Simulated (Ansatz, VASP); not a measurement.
**Two plane-wave programs on SrOs**

```xyz
2
Lattice="3.6004 0.0000 0.0000 0.0000 3.6004 0.0000 0.0000 0.0000 3.6004" Properties=species:S:1:pos:R:3 pbc="T T T"
Sr    0.0000    0.0000    0.0000
Os    1.8002    1.8002    1.8002
```

Alike in both runs: task single point; functional PBE; k mesh 10 × 10 × 10; occupations gaussian, width 0.05 eV; no spin polarisation.

```csv
,VASP,Ansatz
version,VASP 6.6.1,Ansatz 0.2.0
potentials or method,"VASP PAW PBE potentials, release 64 (Sr_sv, Os), cutoff 520 eV","scalar-relativistic, plane waves, PAW"
valence electrons in the cell,18,26
```

```tsv
	VASP	Ansatz	Ansatz less VASP
gap on the k mesh at the Fermi level (eV)	none	none	-
pressure (GPa)	0.3	0.0	-0.32
```

A gap of «none» marks a metal or a gap that the smearing closes. VASP's potentials hold 18 valence electrons a cell and Ansatz's 26, so a difference there can come from the potentials and not from the codes.

Spin-orbit coupling is off throughout.
